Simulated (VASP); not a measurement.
# Pd (Pm-3m) in VASP: notebook

Pd is run at these levels: PBEsol; tasks: single point.

Program: VASP 6.6.1. These are calculated values, not measurements. Logs are shortened: lines on timing, memory, paths and dates and some standing lists are left out, and cuts for length are marked.

### Step 1. The cell of the first run

Symmetry: Pm-3m, No. 221, cubic system. Conventional cell: a = 2.459 Å, b = 2.459 Å, c = 2.459 Å, α = 90.00°, β = 90.00°, γ = 90.00°. Within 3.2 Å of Pd (site symmetry m-3m) lie 6 Pd at 2.46 Å.

This isn't the form of Pd at room conditions, which is fcc.

### Step 2. Single point, PBEsol, collinear spin (14.87 Å³/atom)

INCAR

```
SYSTEM = Pd
PREC = Accurate
ENCUT = 520
EDIFF = 1E-6
ISMEAR = -1
SIGMA = 0.05
LREAL = .FALSE.
LASPH = .TRUE.
NELM = 150
ALGO = Normal
ISIF = 2
LWAVE = .FALSE.
LCHARG = .FALSE.
ISPIN = 2
MAGMOM = 0.5
LORBIT = 11
LMAXMIX = 4
GGA = PS
NBANDS = 15
```

KPOINTS

```
regular mesh
0
G
  14 14 14
  0 0 0
```

POSCAR

```
Pd
1.0
    2.4591583746      0.0000000000      0.0000000000
    0.0000000000      2.4591583746      0.0000000000
    0.0000000000      0.0000000000      2.4591583746
Pd
1
Direct
    0.0000000000      0.0000000000      0.0000000000
```

Potentials or basis: VASP PAW PBE potentials, release 64 (Pd).

Run with:

```sh
cat potpaw_PBE.64/Pd/POTCAR > POTCAR
mpirun -np 1 vasp_std > vasp.out
```

OUTCAR:

```text
SYSTEM = Pd
   PREC = Accurate
   ENCUT = 520
   EDIFF = 1E-6
   ISMEAR = -1
   LREAL = .FALSE.
   LASPH = .TRUE.
   NELM = 150
   ISIF = 2
   ISPIN = 2
   LORBIT = 11
   GGA = PS

 ion  position               nearest neighbor table
   1  0.000  0.000  0.000-

  LATTYP: Found a simple cubic cell.
 ALAT       =     2.4591583746

  Lattice vectors:

 A1 = (   2.4591583746,   0.0000000000,   0.0000000000)
 A2 = (   0.0000000000,   2.4591583746,   0.0000000000)
 A3 = (   0.0000000000,   0.0000000000,   2.4591583746)

Analysis of symmetry for initial positions (statically):
=====================================================================
 Subroutine PRICEL returns:
 Original cell was already a primitive cell.

 Routine SETGRP: Setting up the symmetry group for a
 simple cubic supercell.

 Subroutine GETGRP returns: Found 48 space group operations
 (whereof 48 operations were pure point group operations)
 out of a pool of 48 trial point group operations.

The static configuration has the point symmetry O_h .

Analysis of symmetry for dynamics (positions and initial velocities):
=====================================================================
 Subroutine PRICEL returns:
 Original cell was already a primitive cell.

 Routine SETGRP: Setting up the symmetry group for a
 simple cubic supercell.

 Subroutine GETGRP returns: Found 48 space group operations
 (whereof 48 operations were pure point group operations)
 out of a pool of 48 trial point group operations.

The dynamic configuration has the point symmetry O_h .

Analysis of structural, dynamic, and magnetic symmetry:
=====================================================================
 Subroutine PRICEL returns:
 Original cell was already a primitive cell.

 Routine SETGRP: Setting up the symmetry group for a
 simple cubic supercell.

 Subroutine GETGRP returns: Found 48 space group operations
 (whereof 48 operations were pure point group operations)
 out of a pool of 48 trial point group operations.

The overall configuration has the point symmetry O_h .

 Subroutine INISYM returns: Found 48 space group operations
 (whereof 48 operations are pure point group operations),
 and found     1 'primitive' translations

----------------------------------------------------------------------------------------

                                     Primitive cell

  volume of cell :      14.8717

  direct lattice vectors                    reciprocal lattice vectors
     2.459158375  0.000000000  0.000000000     0.406643187  0.000000000  0.000000000
     0.000000000  2.459158375  0.000000000     0.000000000  0.406643187  0.000000000
     0.000000000  0.000000000  2.459158375     0.000000000  0.000000000  0.406643187

  length of vectors
     2.459158375  2.459158375  2.459158375     0.406643187  0.406643187  0.406643187

  position of ions in fractional coordinates (direct lattice)
     0.000000000  0.000000000  0.000000000

  ion indices of the primitive-cell ions
   primitive index   ion index
                 1           1

----------------------------------------------------------------------------------------

 KPOINTS: regular mesh

Automatic generation of k-mesh.
 Grid dimensions read from file:
 generate k-points for:   14   14   14

 Generating k-lattice:

  Cartesian coordinates                     Fractional coordinates (reciprocal lattice)
     0.029045942  0.000000000  0.000000000     0.071428571  0.000000000  0.000000000
     0.000000000  0.029045942  0.000000000     0.000000000  0.071428571  0.000000000
     0.000000000  0.000000000  0.029045942     0.000000000  0.000000000  0.071428571

  Length of vectors
     0.029045942  0.029045942  0.029045942

  Shift w.r.t. Gamma in fractional coordinates (k-lattice)
     0.000000000  0.000000000  0.000000000

 Subroutine IBZKPT returns following result:
 ===========================================

 Found    120 irreducible k-points:

 Following reciprocal coordinates:
            Coordinates               Weight
  0.000000  0.000000  0.000000      1.000000
  0.071429  0.000000  0.000000      6.000000
  0.142857  0.000000  0.000000      6.000000
  0.214286  0.000000  0.000000      6.000000
  0.285714  0.000000  0.000000      6.000000
  0.357143  0.000000  0.000000      6.000000
[... 16 lines left out ...]
  0.285714  0.214286  0.000000     24.000000
  0.357143  0.214286  0.000000     24.000000
 [... further k-points ...]
   k-points           NKPTS =    120   k-points in BZ     NKDIM =    120   number of bands    NBANDS=     15
   number of dos      NEDOS =    301   number of ions     NIONS =      1
   total plane-waves  NPLWV =   5832
   dimension x,y,z NGX =    18 NGY =   18 NGZ =   18
   dimension x,y,z NGXF=    36 NGYF=   36 NGZF=   36
   ions per type =               1
   NGX,Y,Z   is equivalent  to a cutoff of  12.17, 12.17, 12.17 a.u.
   NGXF,Y,Z  is equivalent  to a cutoff of  24.34, 24.34, 24.34 a.u.
 SYSTEM =  Pd
   PREC   = accura    normal or accurate (medium, high low for compatibility)
   ISTART =      0    job   : 0-new  1-cont  2-samecut
   ICHARG =      2    charge: 1-file 2-atom 10-const
   ISPIN  =      2    spin polarized calculation?
   LNONCOLLINEAR =      F non collinear calculations
   LSORBIT =      F    spin-orbit coupling
   LASPH  =      T    aspherical Exc in radial PAW
   ENCUT  =  520.0 eV  38.22 Ry    6.18 a.u.   4.57  4.57  4.57*2*pi/ulx,y,z
   NELM   =    150;   NELMIN=  2; NELMDL= -5     # of ELM steps
   EDIFF  = 0.1E-05   stopping-criterion for ELM
   LREAL  =      F    real-space projection
   EDIFFG = 0.1E-04   stopping-criterion for IOM
   NSW    =      0    number of steps for IOM
   IBRION =     -1    ionic relax: 0-MD 1-quasi-New 2-CG
   NFREE  =      0    steps in history (QN), initial steepest desc. (CG)
   ISIF   =      2    stress and relaxation
   ISYM   =      2    0-nonsym 1-usesym 2-fastsym
   POTIM  = 0.5000    time-step for ionic-motion
   TEBEG  =    0.0;   TEEND  =   0.0 temperature during run
   PSTRESS=    0.0 pullay stress
   NELECT =      10.0000    total number of electrons
   NUPDOWN=      -1.0000    fix difference up-down
   EMIN   =  10.00;   EMAX   =-10.00  energy-range for DOS
   EFERMI =   0.00;   METHOD = LEGACY
   ISMEAR =    -1;   SIGMA  =   0.05  broadening in eV -4-tet -1-fermi 0-gaus
   EFERMI_NEDOS =   21; number of points for ismear=-14 and -15
   IALGO  =     38    algorithm
   IMIX   =      4    mixing-type and parameters
     AMIX     =   0.40;   BMIX     =  1.00
     AMIX_MAG =   1.60;   BMIX_MAG =  1.00
  volume/ion in A,a.u.               =      14.87       100.36
  Fermi-wavevector in a.u.,A,eV,Ry     =   1.434239  2.710320 27.987767  2.057043
  Thomas-Fermi vector in A             =   2.553670
   LORBIT       =     11    0 simple, 1 ext, 2 COOP (PROOUT), +10 PAW based schemes
   GGA     = PS    functional components
   LHFCALC =     F    Hartree Fock is set to
   AEXX    =    0.0000 exact exchange contribution
   IVDW    =     0    specifies the selected vdW correction
   LEPSILON=     F    determine dielectric tensor
   LRPA    =     F    only Hartree local field effects (RPA)
 spin polarized calculation
  energy-cutoff  :      520.00
  volume of cell :       14.87
 maximum number of plane-waves:       432
   NGX =  9   NGY =  9   NGZ =  9

 number of electron      10.0000008 magnetization      -0.0033825

 number of electron      10.0000008 magnetization       0.0000943

 Free energy of the ion-electron system (eV)
  ---------------------------------------------------
  ext. energy  EPLUGINS =         0.00000000
  ---------------------------------------------------
  free energy    TOTEN  =        -5.22699213 eV

  energy without entropy =       -5.21556754  energy(sigma->0) =       -5.22127983

 E-fermi :   9.7959     XC(G=0): -13.2025

 val. band max:        9.7835906974   @ k =   0.0714   0.0714   0.0000
 cond. band min:       9.7959162842   @ k =   0.1429   0.0714   0.0000
 fundamental gap:      0.0123255868
 Fermi energy:         9.7959150541

 spin component 1

 k-point     1 :       0.0000    0.0000    0.0000
  band No.  band energies     occupation
      1       2.4818      1.00000
      2       3.9357      1.00000
      3       3.9357      1.00000
      4       9.8756      0.16890
      5       9.8756      0.16890
      6       9.8756      0.16890
      7      27.4806      0.00000
      8      27.4806      0.00000
      9      27.4806      0.00000
     10      34.7298      0.00000
     11      34.9084      0.00000
     12      34.9084      0.00000
     13      36.3871      0.00000
     14      41.3481      0.00000
     15      41.3481      0.00000

 k-point     2 :       0.0714    0.0000    0.0000
  band No.  band energies     occupation
      1       2.6340      1.00000
      2       3.9645      1.00000
      3       4.0742      1.00000
      4       9.7526      0.70377
      5       9.7526      0.70377
      6       9.8852      0.14351
      7      26.3830      0.00000
      8      27.7458      0.00000
      9      27.7458      0.00000
     10      34.3142      0.00000
     11      34.7902      0.00000
     12      35.7025      0.00000
     13      36.8189      0.00000
     14      41.4625      0.00000
     15      41.4625      0.00000
[... 365 lines left out ...]
      3       6.4444      1.00000
      4       8.6329      1.00000
      5       8.6888      1.00000
      6       9.1701      1.00000
      7      20.8438      0.00000
      8      24.6029      0.00000
      9      31.1377      0.00000
     10      33.1155      0.00000
     11      35.7905      0.00000
     12      36.1925      0.00000
     13      39.6474      0.00000
     14      41.3071      0.00000
     15      42.3124      0.00000

 k-point    24 :       0.3571    0.2143    0.0000
  band No.  band energies     occupation
      1       4.7337      1.00000
      2       5.4620      1.00000
      3       6.6815      1.00000
      4       8.2654      1.00000
      5       9.2217      0.99999
      6       9.8631      0.20700
      7      18.7033      0.00000
      8      25.6534      0.00000
      9      30.3986      0.00000
     10      34.0047      0.00000
     11      34.5655      0.00000
     12      35.8643      0.00000
     13      39.8563      0.00000
     14      40.7050      0.00000
     15      41.8003      0.00000

 [... further k-points ...]

 spin component 2

 k-point     1 :       0.0000    0.0000    0.0000
  band No.  band energies     occupation
      1       2.4818      1.00000
      2       3.9357      1.00000
      3       3.9358      1.00000
      4       9.8759      0.16789
      5       9.8759      0.16789
      6       9.8759      0.16789
      7      27.4806      0.00000
      8      27.4806      0.00000
      9      27.4806      0.00000
     10      34.7295      0.00000
     11      34.9084      0.00000
     12      34.9084      0.00000
     13      36.3870      0.00000
     14      41.3481      0.00000
     15      41.3481      0.00000

 k-point     2 :       0.0714    0.0000    0.0000
  band No.  band energies     occupation
      1       2.6339      1.00000
      2       3.9646      1.00000
      3       4.0742      1.00000
      4       9.7530      0.70227
      5       9.7530      0.70227
      6       9.8856      0.14262
      7      26.3831      0.00000
      8      27.7459      0.00000
      9      27.7459      0.00000
     10      34.3142      0.00000
     11      34.7901      0.00000
     12      35.7025      0.00000
     13      36.8188      0.00000
     14      41.4626      0.00000
     15      41.4626      0.00000
[... 365 lines left out ...]
      3       6.4445      1.00000
      4       8.6332      1.00000
      5       8.6890      1.00000
      6       9.1705      1.00000
      7      20.8438      0.00000
      8      24.6028      0.00000
      9      31.1377      0.00000
     10      33.1156      0.00000
     11      35.7905      0.00000
     12      36.1924      0.00000
     13      39.6474      0.00000
     14      41.3071      0.00000
     15      42.3125      0.00000

 k-point    24 :       0.3571    0.2143    0.0000
  band No.  band energies     occupation
      1       4.7337      1.00000
      2       5.4622      1.00000
      3       6.6816      1.00000
      4       8.2658      1.00000
      5       9.2221      0.99999
      6       9.8631      0.20675
      7      18.7033      0.00000
      8      25.6533      0.00000
      9      30.3986      0.00000
     10      34.0046      0.00000
     11      34.5656      0.00000
     12      35.8643      0.00000
     13      39.8562      0.00000
     14      40.7050      0.00000
     15      41.8003      0.00000

 [... further k-points ...]
[... 5 lines left out ...]
  --------------------------------------------------------------------------------------
  -------------------------------------------------------------------------------------
  Total        2.3776386      2.3776386      2.3776386      0.0000000      0.0000000     -0.0000000
  in kB      256.1515093    256.1515093    256.1515093      0.0000000      0.0000000     -0.0000000
  external PRESSURE =     256.1515093 kB  Pullay stress =       0.0000000 kB

 VOLUME and BASIS-vectors are now :
 -----------------------------------------------------------------------------
  energy-cutoff  :      520.00
  volume of cell :       14.87
      direct lattice vectors                 reciprocal lattice vectors
     2.459158375  0.000000000  0.000000000     0.406643187  0.000000000  0.000000000
     0.000000000  2.459158375  0.000000000     0.000000000  0.406643187  0.000000000
     0.000000000  0.000000000  2.459158375     0.000000000  0.000000000  0.406643187

 POSITION                                       TOTAL-FORCE (eV/Angst)
 -----------------------------------------------------------------------------------
      0.00000      0.00000      0.00000         0.000000      0.000000      0.000000
 -----------------------------------------------------------------------------------
    total drift:                               -0.000000      0.000000      0.000000

  FREE ENERGIE OF THE ION-ELECTRON SYSTEM (eV)
  ---------------------------------------------------
  free  energy   TOTEN  =        -5.2269921292 eV

  energy  without entropy=       -5.2155675402  energy(sigma->0) =       -5.22127983

 total charge

# of ion       s       p       d       tot
------------------------------------------
    1        0.574   0.499   8.614   9.687

 magnetization (x)

# of ion       s       p       d       tot
------------------------------------------
    1        0.000  -0.000   0.000   0.000
```

Wall time 41 s (1 thread of Intel Xeon 8259CL, shared host); peak memory 0.15 GiB.

What came out:

| Item | Value |
| --- | --- |
| Free energy | -5.2270 eV |
| Pressure | 25.6 GPa |
| Band gap on the k mesh | zero (filled and empty bands overlap) |
| Net moment | 0.00 μB per cell |
| Valence electrons inside the program's atomic spheres | Pd 9.69 |

Caveat: the cell stands under pressure; the PAW data sets were made with another functional, which shifts forces and pressure a little.

(Part 1 of 2 ends here.)
